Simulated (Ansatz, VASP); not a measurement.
**C: VASP beside Ansatz**

```
CELL_PARAMETERS angstrom
1.78014 -1.78014 0.00000
1.78014 0.00000 -1.78014
9.19740 6.23050 5.93381
ATOMIC_POSITIONS crystal
C 0.53123 0.48609 0.27087
C 0.94790 0.93053 0.10420
C 0.11457 0.04164 0.43753
C 0.28123 0.15276 0.77087
C 0.69790 0.59720 0.60420
C 0.86457 0.70831 0.93753
C 0.46873 0.40276 0.39587
C 0.88540 0.84720 0.22920
C 0.05207 0.95831 0.56253
C 0.21873 0.06942 0.89587
C 0.63540 0.51387 0.72920
C 0.30207 0.29164 0.06253
```

Alike in both runs: task single point; functional r2SCAN; k mesh 10 × 10 × 2; occupations gaussian, width 0.05 eV; no spin polarisation.

```csv
,VASP,Ansatz
version,VASP 6.6.1,Ansatz 0.2.0
potentials or method,"VASP PAW PBE potentials, release 64 (C), cutoff 520 eV","scalar-relativistic, plane waves, PAW"
valence electrons in the cell,48,48
```

|  | VASP | Ansatz | Ansatz less VASP |
| --- | --- | --- | --- |
| gap on the k mesh at the Fermi level (eV) | none | none | - |
| pressure (GPa) | 2.7 | 1.6 | -1.10 |
| traceless stress, the component that is largest in VASP (GPa) | 12.82 | 12.86 | +0.036 |
| rms of the force components (eV/Å) | 0.976 | 0.984 | +0.0081 |

VASP's potentials were made for PBE, not for r2SCAN. Atom by atom the forces differ by 0.010 eV/Å (rms over components). A gap of «none» marks a metal or a gap that the smearing closes. The functional is the same, so the differences come from potentials, cutoffs and numerics.
